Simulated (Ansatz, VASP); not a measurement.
SnO3: VASP beside Ansatz

INCAR

```
PREC = Accurate
ENCUT = 600
EDIFF = 1E-6
ISMEAR = 0
SIGMA = 0.1
LREAL = F
LASPH = T
NELM = 80
ALGO = Normal
ISIF = 3
LWAVE = F
LCHARG = F
GGA = PE
IBRION = 2
NSW = 90
EDIFFG = -0.04
```

The input KPOINTS:

```
regular mesh
0
Gamma
  4 4 4
```

POSCAR

```
SnO3
1.0
    4.9128232100      0.0000000000      0.0000000000
    0.0000000000      4.9128232100      0.0000000000
    0.0000000000      0.0000000000      4.9128232100
Sn O
2 6
Direct
    0.5000000000      0.5000000000      0.5000000000
    0.0000000000      0.0000000000      0.0000000000
    0.1892524700      0.5000000000      0.5000000000
    0.8107475300      0.5000000000      0.5000000000
    0.5000000000      0.1892524700      0.5000000000
    0.5000000000      0.8107475300      0.5000000000
    0.5000000000      0.5000000000      0.1892524700
    0.5000000000      0.5000000000      0.8107475300
```

Input for Ansatz:

```yaml
crystal:
  lattice:
    - [4.91282321, 0.0, 0.0]
    - [0.0, 4.91282321, 0.0]
    - [0.0, 0.0, 4.91282321]
  atoms:
    - { symbol: Sn, position: [0.5, 0.5, 0.5] }
    - { symbol: Sn, position: [0.0, 0.0, 0.0] }
    - { symbol: O, position: [0.18925247, 0.5, 0.5] }
    - { symbol: O, position: [0.81074753, 0.5, 0.5] }
    - { symbol: O, position: [0.5, 0.18925247, 0.5] }
    - { symbol: O, position: [0.5, 0.81074753, 0.5] }
    - { symbol: O, position: [0.5, 0.5, 0.18925247] }
    - { symbol: O, position: [0.5, 0.5, 0.81074753] }
basis:
  ecutwfc: 420
kpoints:
  mp_grid: { grid: [4, 4, 4] }
hamiltonian:
  xc: pbe
scf:
  occupations: { method: gaussian, width: 0.1 }
  lower_state_search: "off"
output:
  forces: true
  stress: true
  eigenvalues: true
relax:
  adjacent_minimum: "off"
  f_tol: 0.04
  max_steps: 70
  cell: { stress_tol: 0.4 }
```

Alike in both runs: task relaxation of cell and atoms; functional PBE; k mesh 4 × 4 × 4; occupations gaussian, width 0.1 eV; no spin polarisation.

|  | VASP | Ansatz |
| --- | --- | --- |
| version | VASP 6.6.1 | Ansatz 0.2.0 |
| potentials or method | VASP PAW PBE potentials, release 64 (Sn_d, O), cutoff 600 eV | scalar-relativistic, plane waves, PAW |
| valence electrons in the cell | 64 | 64 |

Ansatz gave:

```
gap on the k mesh at the Fermi level, each at its own relaxed structure (eV) : none
relaxed volume (Å³/atom)                                                     : 27.57
relaxed cell length with the largest relative difference (Å)                 : 6.042
```

Task: What did VASP give for the same quantities?

Result: gap on the k mesh at the Fermi level, each at its own relaxed structure (eV): none; relaxed volume (Å³/atom): 24.21; relaxed cell length with the largest relative difference (Å): 5.786.

A gap of «none» marks a metal or a gap that the smearing closes. One of these differences is far larger than is usual between the two programs; its cause wasn't traced.

Noted on VASP's run: the volume moved by over 15 % at a fixed basis, so the end points are rough.
